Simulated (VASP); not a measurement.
Write the native input for VASP 6.6.1 that does the following.

- Task: single point
- Functional: PBEsol
- Potentials or basis: VASP PAW PBE potentials, release 64 (Al, Pt)
- Cutoff: 520 eV
- k mesh: 8 × 8 × 8
- Occupations: gaussian, width 0.15 eV
- Spin: no spin polarisation
- Dipole correction: no
- Further INCAR settings: ALGO = Fast; EDIFF = 1e-06; NBANDS = 36

The structure of AlPt lies in POSCAR:

```
AlPt
1.0
    4.8685043982      0.0000000000      0.0000000000
    0.0000000000      4.8685043982      0.0000000000
    0.0000000000      0.0000000000      4.8685043982
Al Pt
4 4
Direct
    0.8453271881      0.8453271881      0.8453271881
    0.6546728119      0.1546728119      0.3453271881
    0.3453271881      0.6546728119      0.1546728119
    0.1546728119      0.3453271881      0.6546728119
    0.1302650448      0.1302650448      0.1302650448
    0.3697349552      0.8697349552      0.6302650448
    0.6302650448      0.3697349552      0.8697349552
    0.8697349552      0.6302650448      0.3697349552
```

This cell differs from its parent crystal: atoms displaced along a vibrational mode.

One way to write it, as run:

INCAR

```
SYSTEM = AlPt
ALGO = Fast
EDIFF = 1E-6
ENCUT = 520
GGA = PS
ISIF = 2
ISMEAR = 0
LASPH = .True.
LCHARG = .False.
LREAL = .False.
LWAVE = .False.
NBANDS = 36
NELM = 60
PREC = Accurate
SIGMA = 0.15
```

KPOINTS

```
k-points
0
Gamma
  8 8 8
  0 0 0
```

Potentials or basis: VASP PAW PBE potentials, release 64 (Al, Pt).

The run is started by

```sh
$ cat potpaw_PBE.64/Al/POTCAR potpaw_PBE.64/Pt/POTCAR > POTCAR
$ mpirun -np 1 vasp_std > vasp.out
```

It gave:

| Property | Result |
| --- | --- |
| Pressure | 3.9 GPa |
| Largest force | 1.214 eV/Å |
| Band gap on the k mesh | zero (bands 26 and 27 overlap by 1.01 eV) |

Caveat: the cell differs from its parent crystal (atoms displaced along a vibrational mode); the cell stands under pressure; the PAW data sets were made with another functional, which shifts forces and pressure a little; spin-orbit coupling is left out, which moves the levels of the heavy elements.

It took 61 s on 1 thread of Intel(R) Xeon(R) 6975P-C (Granite Rapids) (shared host), peak memory 0.29 GiB.
